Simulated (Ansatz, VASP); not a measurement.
# One calculation of ZnSe3, two programs

```xyz
4
Lattice="2.6652 -5.0941 0.0000 2.6652 5.0941 0.0000 0.0000 0.0000 3.6033" Properties=species:S:1:pos:R:3 pbc="T T T"
Zn    2.6652    0.0000    1.8016
Se    2.6652    2.5035    1.8016
Se    2.6652   -2.5035    1.8016
Se    0.0000    0.0000    1.8016
```

Alike in both runs: functional PBE; k mesh 4 × 4 × 4; occupations gaussian, width 0.1 eV; no spin polarisation.

Ansatz relaxed the structure, and its values are those at the end. VASP's run is a single point on that final structure, the one shown.

|  | VASP | Ansatz |
| --- | --- | --- |
| version | VASP 6.6.1 | Ansatz 0.2.0 |
| potentials or method | VASP PAW PBE potentials, release 64 (Zn, Se), cutoff 500 eV | scalar-relativistic, plane waves, PAW |
| valence electrons in the cell | 30 | 60 |

Ansatz gave:

| Property | Result |
| --- | --- |
| gap on the k mesh at the Fermi level (eV) | none |
| pressure (GPa) | -0.1 |
| rms of the force components (eV/Å) | 0.004 |

Problem. Estimate VASP's values.

Solution. gap on the k mesh at the Fermi level (eV): none; pressure (GPa): 0.0; rms of the force components (eV/Å): 0.009.

A gap of «none» marks a metal or a gap that the smearing closes. The functional is the same, so the differences come from potentials, cutoffs and numerics. VASP's potentials hold 30 valence electrons a cell and Ansatz's 60, so a difference there can come from the potentials and not from the codes.

The k mesh is coarse, so the values compare programs but aren't converged.
